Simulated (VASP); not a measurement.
# O2 in VASP: single point with r2SCAN

Aim: the single point of O2 with r2SCAN.

Everything below comes from runs of VASP 6.6.1. Logs are shortened: lines on timing, memory, paths and dates and some standing lists are left out, and cuts for length are marked.

## Step 1: The cell of the first run

The cell holds a molecule in a box, 2 atoms: a = 9.000 Å, b = 9.500 Å, c = 10.000 Å, α = 90.00°, β = 90.00°, γ = 90.00°.

## Step 2: Single point, r2SCAN, collinear spin, ferromagnetic start

Contents of POSCAR:

```
O
1.0
    9.0000000000      0.0000000000      0.0000000000
    0.0000000000      9.5000000000      0.0000000000
    0.0000000000      0.0000000000     10.0000000000
O
2
Direct
    0.5000000000      0.5000000000      0.4397335452
    0.5000000000      0.5000000000      0.5602664548
```

Contents of INCAR.step1:

```
ALGO     = Normal         # electronic algorithm
EDIFF    = 1E-5           # SCF threshold, eV
ENCUT    = 580            # plane-wave cutoff, eV
GGA      = PE             # functional
GGA_COMPAT= F            
ISMEAR   = -1             # smearing method
ISPIN    = 2              # spin polarisation
LASPH    = T              # aspherical terms in the spheres
LCHARG   = F              # write CHGCAR
LREAL    = F              # projectors in reciprocal space
LWAVE    = T              # write WAVECAR
MAGMOM   = 1 1            # initial moments
NBANDS   = 17             # bands
NELM     = 200            # most SCF steps
NELMDL   = -8           
PREC     = Accurate       # precision mode
SIGMA    = 0.05           # smearing width, eV
```

Contents of INCAR.step2:

```
ALGO     = Normal         # electronic algorithm
EDIFF    = 1E-6           # SCF threshold, eV
ENCUT    = 580            # plane-wave cutoff, eV
GGA_COMPAT= F            
ISIF     = 2              # what is computed and relaxed
ISMEAR   = -1             # smearing method
ISPIN    = 2              # spin polarisation
ISTART   = 1            
LASPH    = T              # aspherical terms in the spheres
LCHARG   = F              # write CHGCAR
LMIXTAU  = T            
LORBIT   = 11             # projections on sites
LREAL    = F              # projectors in reciprocal space
LWAVE    = F              # write WAVECAR
MAGMOM   = 1 1            # initial moments
METAGGA  = R2SCAN         # meta-GGA
NBANDS   = 17             # bands
NELM     = 200            # most SCF steps
PREC     = Accurate       # precision mode
SIGMA    = 0.05           # smearing width, eV
```

Contents of KPOINTS:

```
k-points
0
Gamma
  1 1 1
```

Potentials or basis: VASP PAW PBE potentials, release 64 (O).

Launch:

```console
$ cat potpaw_PBE.64/O/POTCAR > POTCAR
$ cp INCAR.step1 INCAR
$ mpirun -np 1 vasp_gam > vasp.out
$ cp INCAR.step2 INCAR
$ mpirun -np 1 vasp_gam > vasp.out
```

OUTCAR:

```text
EDIFF = 1E-6
   ENCUT = 580
   ISIF = 2
   ISMEAR = -1
   ISPIN = 2
   ISTART = 1
   LASPH = T
   LORBIT = 11
   LREAL = F
   METAGGA = R2SCAN
   NELM = 200
   PREC = Accurate

 ion  position               nearest neighbor table
   1  0.500  0.500  0.440-   2 1.21
   2  0.500  0.500  0.560-   1 1.21

  LATTYP: Found a simple orthorhombic cell.
 ALAT       =     9.0000000000
 B/A-ratio  =     1.0555555556
 C/A-ratio  =     1.1111111111

  Lattice vectors:

 A1 = (   9.0000000000,   0.0000000000,   0.0000000000)
 A2 = (   0.0000000000,   9.5000000000,   0.0000000000)
 A3 = (   0.0000000000,   0.0000000000,  10.0000000000)

Analysis of symmetry for initial positions (statically):
=====================================================================
 Subroutine PRICEL returns:
 Original cell was already a primitive cell.

 Routine SETGRP: Setting up the symmetry group for a
 simple orthorhombic supercell.

 Subroutine GETGRP returns: Found  8 space group operations
 (whereof  8 operations were pure point group operations)
 out of a pool of  8 trial point group operations.

The static configuration has the point symmetry D_2h.

Analysis of symmetry for dynamics (positions and initial velocities):
=====================================================================
 Subroutine PRICEL returns:
 Original cell was already a primitive cell.

 Routine SETGRP: Setting up the symmetry group for a
 simple orthorhombic supercell.

 Subroutine GETGRP returns: Found  8 space group operations
 (whereof  8 operations were pure point group operations)
 out of a pool of  8 trial point group operations.

The dynamic configuration has the point symmetry D_2h.

Analysis of structural, dynamic, and magnetic symmetry:
=====================================================================
 Subroutine PRICEL returns:
 Original cell was already a primitive cell.

 Routine SETGRP: Setting up the symmetry group for a
 simple orthorhombic supercell.

 Subroutine GETGRP returns: Found  8 space group operations
 (whereof  8 operations were pure point group operations)
 out of a pool of  8 trial point group operations.

The overall configuration has the point symmetry D_2h.

 Subroutine INISYM returns: Found  8 space group operations
 (whereof  8 operations are pure point group operations),
 and found     1 'primitive' translations

----------------------------------------------------------------------------------------
[... 89 lines left out ...]
     AMIX_MAG =   1.60;   BMIX_MAG =  1.00
  volume/ion in A,a.u.               =     427.50      2884.91
  Fermi-wavevector in a.u.,A,eV,Ry     =   0.394893  0.746240  2.121703  0.155941
  Thomas-Fermi vector in A             =   1.339966
   LORBIT       =     11    0 simple, 1 ext, 2 COOP (PROOUT), +10 PAW based schemes
   METAGGA = R2SCAN    functional components
   LHFCALC =     F    Hartree Fock is set to
   AEXX    =    0.0000 exact exchange contribution
   IVDW    =     0    specifies the selected vdW correction
   LEPSILON=     F    determine dielectric tensor
   LRPA    =     F    only Hartree local field effects (RPA)
 spin polarized calculation
  energy-cutoff  :      580.00
  volume of cell :      855.00
 maximum number of plane-waves:     13575
 NGX is ok and might be reduce to    70
   NGX = 35   NGY = 37   NGZ = 39

 number of electron      12.0000001 magnetization       2.0000000

 Free energy of the ion-electron system (eV)
  ---------------------------------------------------
  ext. energy  EPLUGINS =         0.00000000
  ---------------------------------------------------
  free energy    TOTEN  =       -11.85591235 eV

  energy without entropy =      -11.85591235  energy(sigma->0) =      -11.85591235

 E-fermi :  -6.0600     XC(G=0):  -0.4111

 val. band max:       -7.2941444379   @ k =   0.0000   0.0000   0.0000
 cond. band min:      -3.8400098291   @ k =   0.0000   0.0000   0.0000
 fundamental gap:      3.4541346088
 Fermi energy:        -6.0599924046

 spin component 1

 k-point     1 :       0.0000    0.0000    0.0000
  band No.  band energies     occupation
      1     -34.5401      1.00000
      2     -21.7324      1.00000
      3     -14.1904      1.00000
      4     -14.1904      1.00000
      5     -13.8966      1.00000
      6      -7.2942      1.00000
[... 9 lines left out ...]
     16       3.1842      0.00000
     17       3.1970      0.00000
 Fermi energy:        -6.0599924046

 spin component 2

 k-point     1 :       0.0000    0.0000    0.0000
  band No.  band energies     occupation
      1     -33.1692      1.00000
      2     -19.3008      1.00000
      3     -12.7921      1.00000
      4     -11.6911      1.00000
      5     -11.6910      1.00000
      6      -3.8400      0.00000
[... 9 lines left out ...]
     16       3.2569      0.00000
     17       3.2814      0.00000

------------------------ aborting loop because EDIFF is reached ----------------------------------------

  FORCE on cell =-STRESS in cart. coord.  units (eV):
  Direction    XX          YY          ZZ          XY          YZ          ZX
  --------------------------------------------------------------------------------------
  -------------------------------------------------------------------------------------
  Total       -0.0658129     -0.0684758      1.6180818      0.0000000      0.0000000      0.0000000
  in kB       -0.1233263     -0.1283163      3.0321099      0.0000000      0.0000000      0.0000000
  external PRESSURE =       0.9268224 kB  Pullay stress =       0.0000000 kB

 VOLUME and BASIS-vectors are now :
 -----------------------------------------------------------------------------
  energy-cutoff  :      580.00
  volume of cell :      855.00
      direct lattice vectors                 reciprocal lattice vectors
     9.000000000  0.000000000  0.000000000     0.111111111  0.000000000  0.000000000
     0.000000000  9.500000000  0.000000000     0.000000000  0.105263158  0.000000000
     0.000000000  0.000000000 10.000000000     0.000000000  0.000000000  0.100000000

 POSITION                                       TOTAL-FORCE (eV/Angst)
 -----------------------------------------------------------------------------------
      4.50000      4.75000      4.39734         0.000000      0.000000     -1.420803
      4.50000      4.75000      5.60266         0.000000      0.000000      1.420803
 -----------------------------------------------------------------------------------
    total drift:                                0.000000      0.000000      0.000000

  FREE ENERGIE OF THE ION-ELECTRON SYSTEM (eV)
  ---------------------------------------------------
  free  energy   TOTEN  =       -11.8559123457 eV

  energy  without entropy=      -11.8559123456  energy(sigma->0) =      -11.85591235

 total charge

# of ion       s       p       d       tot
------------------------------------------
    1        1.612   3.331   0.000   4.942
    2        1.612   3.331   0.000   4.942
--------------------------------------------------
tot          3.223   6.661   0.000   9.885

 magnetization (x)

# of ion       s       p       d       tot
------------------------------------------
    1        0.015   0.816   0.000   0.831
    2        0.015   0.816   0.000   0.831
--------------------------------------------------
tot          0.030   1.632   0.000   1.661
```

OSZICAR.step1:

```text
N       E                     dE             d eps       ncg     rms          rms(c)
DAV:   1     0.116704411010E+03    0.11670E+03   -0.31798E+03    84   0.425E+02
DAV:   2     0.165474289204E+02   -0.10016E+03   -0.95386E+02   119   0.913E+01
[... 15 lines left out ...]
DAV:  18    -0.985952391358E+01   -0.11572E-03   -0.36210E-06    69   0.722E-03    0.199E-03
DAV:  19    -0.985961629001E+01   -0.92376E-04   -0.26741E-06    69   0.576E-03    0.120E-03
DAV:  20    -0.985965344432E+01   -0.37154E-04   -0.94022E-07    69   0.356E-03    0.583E-04
DAV:  21    -0.985967121815E+01   -0.17774E-04   -0.36706E-07    84   0.207E-03    0.427E-04
DAV:  22    -0.985968305713E+01   -0.11839E-04   -0.23349E-07    77   0.172E-03    0.193E-04
DAV:  23    -0.985968690521E+01   -0.38481E-05   -0.60735E-08    77   0.885E-04
   1 F= -.98596869E+01 E0= -.98596869E+01  d E =-.444823E-09  mag=     2.0000
```

It took 11 min on 1 thread of Intel Xeon 8259CL, shared host; peak memory 1.4 GiB.

What came out:

* Free energy: -11.8559 eV
* Largest force: 1.421 eV/Å
* Gap between the frontier levels: 3.45 eV
* Net moment: 2.00 μB per cell
* Site moments: O +0.83 μB
* Valence electrons inside the program's atomic spheres: O 4.94

Forces on the atoms (eV/Å):
```
O    0.000  0.000 -1.421
O    0.000  0.000  1.421
```

Caveat: the standard files for N, O and F lose accuracy on very short bonds; the PAW data sets were made with another functional, which shifts forces and pressure a little.
